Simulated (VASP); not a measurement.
Wanted: the native input for a VASP 6.6.1 run.

- Task: relaxation of cell and atoms
- Functional: PBE
- Potentials or basis: VASP PAW PBE potentials, release 64 (W_sv, C)
- Cutoff: 600 eV
- k mesh: 7 × 7 × 7
- Occupations: gaussian, width 0.2 eV
- Spin: no spin polarisation
- Dipole correction: no
- Further INCAR settings: ALGO = Normal; EDIFF = 1e-07; IBRION = 2; EDIFFG = -0.08; NSW = 36; ISIF = 3

The structure of WC lies in POSCAR:

```
WC
1.0
    0.0000000000      2.5388475600      2.5388475600
    2.5388475600      0.0000000000      2.5388475600
    2.5388475600      2.5388475600      0.0000000000
W C
1 1
Direct
    0.7500000000      0.7500000000      0.7500000000
    0.0000000000      0.0000000000      0.0000000000
```

These files were run (other wordings do the same):

INCAR

```
PREC = Accurate ; ENCUT = 600
EDIFF = 1E-7 ; ISMEAR = 0
SIGMA = 0.2 ; LREAL = F
LASPH = T ; NELM = 120
ALGO = Normal ; ISIF = 3
LWAVE = F ; LCHARG = F
GGA = PE ; IBRION = 2
NSW = 36 ; EDIFFG = -0.08
GGA_COMPAT = F ; NELMIN = 4
```

KPOINTS

```
regular mesh
0
Gamma
  7 7 7
```

Potentials or basis: VASP PAW PBE potentials, release 64 (W_sv, C).

Command:

```bash
$ cat potpaw_PBE.64/W_sv/POTCAR potpaw_PBE.64/C/POTCAR > POTCAR
$ mpirun -np 1 vasp_std > vasp.out
```

It gave:

| Item | Value |
| --- | --- |
| Relaxed volume | 12.99 Å³/atom |
| Relaxed cell | a = 3.325 Å, b = 3.325 Å, c = 3.325 Å, α = 60.00°, β = 60.00°, γ = 60.00° |
| Space group after relaxing (to 0.05 Å) | F-43m (No. 216) |
| Energy gained by relaxing | 478.1 meV/atom |
| Ionic steps | 5 |
| Pressure after relaxing | 0.1 GPa |
| Band gap on the k mesh | zero (band 9 reaches 9.45 eV, above the bottom of band 10 at 8.41 eV) |

Caveat: the volume moved by over 15 % at a fixed basis, so the end points are rough; spin-orbit coupling is left out, which moves the levels of the heavy elements.

Run time: 30 s on 1 thread of AMD EPYC 9R45 96-Core Processor (Zen 5), on a shared host, peak memory 0.16 GiB.
